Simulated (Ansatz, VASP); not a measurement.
# Two plane-wave programs on NaH

```
Na H
1.0
     0.00000    2.34429    2.42393
     2.34429    0.00000    2.42393
     2.34429    2.34429    0.00000
Na H
1 1
Direct
  0.00000 0.00000 0.00000
  0.50000 0.50000 0.50000
```

Change from the starting cell: epitaxial_xy strain -2.2%.

Alike in both runs: task single point; functional PBE; k mesh 10 × 10 × 10; occupations fermi-dirac, width 0.02 eV; no spin polarisation.

|  | VASP | Ansatz |
| --- | --- | --- |
| version | VASP 6.6.1 | Ansatz 0.2.0 |
| potentials or method | VASP PAW PBE potentials, release 64 (Na_pv, H) | plane waves, PAW |
| plane-wave cutoff (eV) | 520 | 420 |
| valence electrons in the cell | 8 | 10 |

Ansatz gave:

| Quantity | Value |
| --- | --- |
| gap on the k mesh at the Fermi level (eV) | 3.85 |
| pressure (GPa) | 1.5 |
| traceless stress, the component that is largest in VASP (GPa) | -0.87 |

Q: Which values does VASP return?

A: gap on the k mesh at the Fermi level (eV): 3.85; pressure (GPa): 1.5; traceless stress, the component that is largest in VASP (GPa): -0.88.

VASP's potentials hold 8 valence electrons a cell and Ansatz's 10, so a difference there can come from the potentials and not from the codes.
